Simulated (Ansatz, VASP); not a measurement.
**Te2Mo: VASP beside Ansatz**

```
Te Mo
1.0
     3.84505    0.00000    0.00000
    -1.92253    3.32991    0.00000
     0.00000    0.00000   16.82310
Te Mo
2 1
Direct
  0.33333 0.66667 0.89786
  0.33333 0.66667 0.10214
  0.00000 0.00000 0.00000
```

Change from the starting cell: strain +0.080 along x and y, -0.040 along z, atoms carried along.

Alike in both runs: task single point; functional LDA; k mesh 12 × 12 × 2; occupations gaussian, width 0.05 eV; no spin polarisation.

|  | VASP | Ansatz |
| --- | --- | --- |
| version | VASP 6.6.1 | Ansatz 0.2.0 |
| potentials or method | VASP PAW LDA potentials, release 64 (Te, Mo_sv), cutoff 520 eV | scalar-relativistic, plane waves, PAW |
| valence electrons in the cell | 26 | 46 |

|  | VASP | Ansatz | Ansatz less VASP |
| --- | --- | --- | --- |
| gap on the k mesh at the Fermi level (eV) | 0.29 | 0.30 | +0.012 |
| least direct gap on the mesh (eV) | 0.62 | 0.62 | 0.000 |
| rms of the force components (eV/Å) | 0.276 | 0.298 | +0.0216 |

LDA's correlation is that of Perdew and Zunger in VASP and of Perdew and Wang (1992) in Ansatz. Atom by atom the forces differ by 0.022 eV/Å (rms over components). VASP's potentials hold 26 valence electrons a cell and Ansatz's 46, so a difference there can come from the potentials and not from the codes.

Spin-orbit coupling is off throughout.
